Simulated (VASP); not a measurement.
Au, 1 atom in the cell. It takes space group Fm-3m (No. 225, cubic). The conventional cell has a = 4.212 Å, b = 4.212 Å, c = 4.212 Å, α = 90.00°, β = 90.00°, γ = 90.00°. Au (site symmetry m-3m) has 12 Au at 2.98 Å within 3.9 Å. 

- Program: VASP 6.6.1
- Task: single point
- Functional: PBE
- Potentials or basis: VASP PAW PBE potentials, release 64 (Au)
- Cutoff: 520 eV
- k mesh: 23 × 23 × 23
- Occupations: fermi-dirac, width 0.0612256 eV
- Spin: no spin polarisation
- Dipole correction: no
- Further INCAR settings: ALGO = Normal; EDIFF = 1e-06; NBANDS = 12

Potentials or basis: VASP PAW PBE potentials, release 64 (Au).

Launch:

```sh
$ cat potpaw_PBE.64/Au/POTCAR > POTCAR
$ mpirun -np 1 vasp_std > vasp.out
```

Hardware: 1 thread of Intel Xeon 8259CL, on a shared host.

Problem. How long does it take, and how much memory?

Solution. Wall time 47 s on 1 thread of Intel Xeon 8259CL (shared host), peak memory 0.21 GiB. Counts: scf iterations 11, k points 364.
